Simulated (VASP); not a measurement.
A run of VASP 6.6.1 is set up as follows.

The input INCAR:

```
SYSTEM = Ga2C
PREC = Accurate
ENCUT = 600
EDIFF = 1E-6
ISMEAR = 0
SIGMA = 0.1
LREAL = .FALSE.
LASPH = .TRUE.
NELM = 60
ALGO = Normal
ISIF = 3
LWAVE = .FALSE.
LCHARG = .FALSE.
GGA = PE
IBRION = 2
NSW = 90
EDIFFG = -0.04
```

Contents of KPOINTS:

```
regular mesh
0
G
  6 6 4
  0 0 0
```

The input POSCAR:

```
Ga2C
1.0
    3.4989593724      0.0000000000      0.0000000000
   -1.7494796862      3.0301877033      0.0000000000
    0.0000000000      0.0000000000      3.7779461662
Ga C
2 1
Direct
    0.3333333333      0.6666666667      0.5000000000
    0.6666666667      0.3333333333      0.5000000000
    0.0000000000      0.0000000000      0.0000000000
```

Potentials or basis: VASP PAW PBE potentials, release 64 (Ga_d, C).

Run with:

```console
$ cat potpaw_PBE.64/Ga_d/POTCAR potpaw_PBE.64/C/POTCAR > POTCAR
$ mpirun -np 1 vasp_std > vasp.out
```

Task: Estimate the space group after relaxing (to 0.05 Å).

Result: P6/mmm (No. 191).

Task: Predict the relaxed volume.

Result: 14.93 Å³/atom.

Task: What does it give for the band gap on the k mesh?

Result: Zero (band 15 reaches 7.52 eV, above the bottom of band 16 at 2.46 eV).

Task: What does it give for the relaxed cell?

Result: a = 4.309 Å, b = 4.309 Å, c = 2.786 Å, α = 90.00°, β = 90.00°, γ = 120.00°.

The path:
| step | energy change (eV) | largest force (eV/Å) | pressure (GPa) | volume (Å³) |
| --- | --- | --- | --- | --- |
| 1 | 0.0000 | 0.0000 | 46.62 | 40.06 |
| 2 | -2.5048 | 0.0000 | -10.01 | 64.32 |
| 3 | -2.8925 | 0.0000 | -3.90 | 53.47 |
| 4 | -2.8934 | 0.0000 | -4.60 | 53.99 |
| 5 | -3.0513 | 0.0000 | -2.89 | 51.00 |
| 6 | -3.2459 | 0.0000 | 1.82 | 46.14 |
| 7 | -2.9165 | 0.0000 | 24.76 | 36.58 |
| 8 | -3.2995 | 0.0000 | 3.41 | 44.62 |
| 9 | -3.3799 | 0.0000 | 9.61 | 40.58 |
| 10 | -3.3762 | 0.0000 | 7.36 | 41.83 |
| 11 | -3.3832 | 0.0000 | 8.49 | 41.18 |
| 12 | -3.4309 | 0.0000 | 8.02 | 40.90 |
| 13 | -3.4310 | 0.0000 | 7.96 | 40.87 |
| 14 | -3.4702 | 0.0000 | 5.71 | 41.80 |
| 15 | -3.5188 | 0.0000 | 0.28 | 44.68 |
| 16 | -3.5189 | 0.0000 | 0.04 | 44.81 |
| 17 | -3.5194 | 0.0000 | 0.01 | 44.80 |
| 18 | -3.5199 | 0.0000 | 0.05 | 44.80 |

Caveat: the k points lie up to 0.56 Å⁻¹ apart in the final cell.
